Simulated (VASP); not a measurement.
# Zr (Im-3m) in VASP: single point with PBEsol

Aim: the single point of Zr with PBEsol.

All numbers are computed with VASP 6.6.1; they aren't measurements. Logs are shortened: lines on timing, memory, paths and dates and some standing lists are left out, and cuts for length are marked.

## 1. The cell of the first run

The structure is cubic, space group Im-3m (No. 229). Conventional cell: a = 3.522 Å, b = 3.522 Å, c = 3.522 Å, α = 90.00°, β = 90.00°, γ = 90.00°. Within 4.0 Å of Zr (site symmetry m-3m) lie 14 Zr at 3.05 to 3.52 Å.

## 2. Single point, PBEsol

Contents of INCAR:

```
SYSTEM = Zr
  ALGO = Normal
  EDIFF = 1E-6
  ENCUT = 500
  GGA = PS
  GGA_COMPAT = .False.
  ISIF = 2
  ISMEAR = 0
  LASPH = .True.
  LCHARG = .False.
  LREAL = .False.
  LWAVE = .False.
  NBANDS = 12
  NELM = 120
  PREC = Accurate
  SIGMA = 0.1
```

Contents of KPOINTS:

```
k-points
0
Gamma
  6 6 6
  0 0 0
```

Contents of POSCAR:

```
Zr
1.0
   -1.7607537662      1.7607537662      1.7607537662
    1.7607537662     -1.7607537662      1.7607537662
    1.7607537662      1.7607537662     -1.7607537662
Zr
1
Direct
    0.0000000000      0.0000000000      0.0000000000
```

Potentials or basis: VASP PAW PBE potentials, release 64 (Zr_sv).

The run is started by

```console
$ cat potpaw_PBE.64/Zr_sv/POTCAR > POTCAR
$ mpirun -np 1 vasp_std > vasp.out
```

OUTCAR:

```text
SYSTEM = Zr
   EDIFF = 1E-6
   ENCUT = 500
   GGA = PS
   ISIF = 2
   ISMEAR = 0
   LASPH = .True.
   LREAL = .False.
   NELM = 120
   PREC = Accurate

 ion  position               nearest neighbor table
   1  0.000  0.000  0.000-

  LATTYP: Found a body centered cubic cell.
 ALAT       =     3.5215075324

  Lattice vectors:

 A1 = (  -1.7607537662,   1.7607537662,   1.7607537662)
 A2 = (   1.7607537662,  -1.7607537662,   1.7607537662)
 A3 = (   1.7607537662,   1.7607537662,  -1.7607537662)

Analysis of symmetry for initial positions (statically):
=====================================================================
 Subroutine PRICEL returns:
 Original cell was already a primitive cell.

 Routine SETGRP: Setting up the symmetry group for a
 body centered cubic supercell.

 Subroutine GETGRP returns: Found 48 space group operations
 (whereof 48 operations were pure point group operations)
 out of a pool of 48 trial point group operations.

The static configuration has the point symmetry O_h .

Analysis of symmetry for dynamics (positions and initial velocities):
=====================================================================
 Subroutine PRICEL returns:
 Original cell was already a primitive cell.

 Routine SETGRP: Setting up the symmetry group for a
 body centered cubic supercell.

 Subroutine GETGRP returns: Found 48 space group operations
 (whereof 48 operations were pure point group operations)
 out of a pool of 48 trial point group operations.

The dynamic configuration has the point symmetry O_h .

 Subroutine INISYM returns: Found 48 space group operations
 (whereof 48 operations are pure point group operations),
 and found     1 'primitive' translations

----------------------------------------------------------------------------------------

                                     Primitive cell

  volume of cell :      21.8351

  direct lattice vectors                    reciprocal lattice vectors
    -1.760753766  1.760753766  1.760753766     0.000000000  0.283969292  0.283969292
     1.760753766 -1.760753766  1.760753766     0.283969292  0.000000000  0.283969292
     1.760753766  1.760753766 -1.760753766     0.283969292  0.283969292  0.000000000

  length of vectors
     3.049714983  3.049714983  3.049714983     0.401593224  0.401593224  0.401593224

  position of ions in fractional coordinates (direct lattice)
[... 74 lines left out ...]
   ISIF   =      2    stress and relaxation
   ISYM   =      2    0-nonsym 1-usesym 2-fastsym
   POTIM  = 0.5000    time-step for ionic-motion
   TEBEG  =    0.0;   TEEND  =   0.0 temperature during run
   PSTRESS=    0.0 pullay stress
   NELECT =      12.0000    total number of electrons
   NUPDOWN=      -1.0000    fix difference up-down
   EMIN   =  10.00;   EMAX   =-10.00  energy-range for DOS
   EFERMI =   0.00;   METHOD = LEGACY
   ISMEAR =     0;   SIGMA  =   0.10  broadening in eV -4-tet -1-fermi 0-gaus
   EFERMI_NEDOS =   21; number of points for ismear=-14 and -15
   IALGO  =     38    algorithm
   IMIX   =      4    mixing-type and parameters
     AMIX     =   0.40;   BMIX     =  1.00
     AMIX_MAG =   1.60;   BMIX_MAG =  1.00
  volume/ion in A,a.u.               =      21.84       147.35
  Fermi-wavevector in a.u.,A,eV,Ry     =   1.340962  2.534052 24.465729  1.798180
  Thomas-Fermi vector in A             =   2.469234
   LORBIT       =      0    0 simple, 1 ext, 2 COOP (PROOUT), +10 PAW based schemes
   GGA     = PS    functional components
   LHFCALC =     F    Hartree Fock is set to
   AEXX    =    0.0000 exact exchange contribution
   IVDW    =     0    specifies the selected vdW correction
   LEPSILON=     F    determine dielectric tensor
   LRPA    =     F    only Hartree local field effects (RPA)
 non-spin polarized calculation
 Gauss-broadening in eV      SIGMA  =   0.10
  energy-cutoff  :      500.00
  volume of cell :       21.84
 maximum number of plane-waves:       586
 NGX is ok and might be reduce to    24
   NGX = 11   NGY = 11   NGZ = 11

 number of electron      12.0000000 magnetization

 Free energy of the ion-electron system (eV)
  ---------------------------------------------------
  ext. energy  EPLUGINS =         0.00000000
  ---------------------------------------------------
  free energy    TOTEN  =        -9.01816543 eV

  energy without entropy =       -9.00995546  energy(sigma->0) =       -9.01406044

 E-fermi :   9.3215     XC(G=0): -11.4941

 val. band max:        9.2763106638   @ k =   0.5000   0.5000   0.1667
 cond. band min:       9.3659291687   @ k =   0.1667   0.1667   0.0000
 fundamental gap:      0.0896185049
 Fermi energy:         9.3215112295

 k-point     1 :       0.0000    0.0000    0.0000
  band No.  band energies     occupation
      1     -38.9753      2.00000
      2     -16.4056      2.00000
      3     -16.4056      2.00000
      4     -16.4056      2.00000
      5       3.8234      2.00000
      6      10.4430      0.00000
      7      10.4430      0.00000
      8      10.4430      0.00000
      9      13.1096      0.00000
     10      13.1096      0.00000
     11      21.9057      0.00000
     12      21.9057      0.00000
[... 211 lines left out ...]
 k-point    16 :       0.5000    0.5000    0.5000
  band No.  band energies     occupation
      1     -38.6372      2.00000
      2     -17.2178      2.00000
      3     -17.2178      2.00000
      4     -17.2178      2.00000
      5       6.4912      2.00000
      6       6.4912      2.00000
      7      15.3819      0.00000
      8      15.3819      0.00000
      9      15.3819      0.00000
     10      17.1805      0.00000
     11      17.1805      0.00000
     12      17.1805      0.00000

------------------------ aborting loop because EDIFF is reached ----------------------------------------

  FORCE on cell =-STRESS in cart. coord.  units (eV):
  Direction    XX          YY          ZZ          XY          YZ          ZX
  --------------------------------------------------------------------------------------
  -------------------------------------------------------------------------------------
  Total       -0.0831360     -0.0831360     -0.0831360     -0.0000000     -0.0000000      0.0000000
  in kB       -6.1001975     -6.1001975     -6.1001975     -0.0000000     -0.0000000      0.0000000
  external PRESSURE =      -6.1001975 kB  Pullay stress =       0.0000000 kB

 VOLUME and BASIS-vectors are now :
 -----------------------------------------------------------------------------
  energy-cutoff  :      500.00
  volume of cell :       21.84
      direct lattice vectors                 reciprocal lattice vectors
    -1.760753766  1.760753766  1.760753766     0.000000000  0.283969292  0.283969292
     1.760753766 -1.760753766  1.760753766     0.283969292  0.000000000  0.283969292
     1.760753766  1.760753766 -1.760753766     0.283969292  0.283969292  0.000000000

 POSITION                                       TOTAL-FORCE (eV/Angst)
 -----------------------------------------------------------------------------------
      0.00000      0.00000      0.00000         0.000000     -0.000000      0.000000
 -----------------------------------------------------------------------------------
    total drift:                                0.000000      0.000000      0.000000

  FREE ENERGIE OF THE ION-ELECTRON SYSTEM (eV)
  ---------------------------------------------------
  free  energy   TOTEN  =        -9.0181654269 eV

  energy  without entropy=       -9.0099554625  energy(sigma->0) =       -9.01406044
```

OSZICAR:

```text
N       E                     dE             d eps       ncg     rms          rms(c)
DAV:   1     0.781691336538E+02    0.78169E+02   -0.67466E+03   384   0.975E+02
DAV:   2    -0.641154505740E+01   -0.84581E+02   -0.82403E+02   436   0.260E+02
DAV:   3    -0.931497692139E+01   -0.29034E+01   -0.28575E+01   592   0.381E+01
DAV:   4    -0.936534138082E+01   -0.50364E-01   -0.50250E-01   420   0.446E+00
DAV:   5    -0.936679328292E+01   -0.14519E-02   -0.14518E-02   556   0.489E-01    0.121E+01
DAV:   6    -0.907226204733E+01    0.29453E+00   -0.38003E-01   408   0.563E+00    0.498E+00
DAV:   7    -0.901594975709E+01    0.56312E-01   -0.19197E-01   440   0.383E+00    0.696E-01
DAV:   8    -0.901814291290E+01   -0.21932E-02   -0.10808E-02   448   0.120E+00    0.107E-01
DAV:   9    -0.901817360414E+01   -0.30691E-04   -0.35456E-04   496   0.169E-01    0.220E-02
DAV:  10    -0.901816672939E+01    0.68747E-05   -0.16103E-05   456   0.429E-02    0.112E-02
DAV:  11    -0.901816544919E+01    0.12802E-05   -0.11267E-06   316   0.118E-02    0.137E-03
DAV:  12    -0.901816542693E+01    0.22256E-07   -0.11455E-07   248   0.331E-03
   1 F= -.90181654E+01 E0= -.90140604E+01  d E =-.820996E-02
```

Wall time 5.9 s (1 thread of Intel Xeon 8259CL, shared host); peak memory 0.13 GiB.

What came out:

```yaml
Free_energy: -9.0182 eV
Pressure: -0.6 GPa
Band_gap_on_the_k_mesh: zero (band 6 reaches 10.44 eV, above the bottom of band 7 at 8.56 eV)
```

Levels at points of the mesh, in eV from the Fermi level:
```
           k point  band 3  band 4  band 5  band 6  band 7  band 8  band 9  band 10
(0.00, 0.00, 0.00)  -25.73  -25.73   -5.50    1.12    1.12    1.12    3.79     3.79
(0.50, 0.00, 0.00)  -26.10  -25.74   -3.00   -0.81    1.87    3.81    4.53     6.81
(0.50, 0.50, 0.50)  -26.54  -26.54   -2.83   -2.83    6.06    6.06    6.06     7.86
```

Caveat: the k points lie up to 0.42 Å⁻¹ apart; the PAW data sets were made with another functional, which shifts forces and pressure a little.
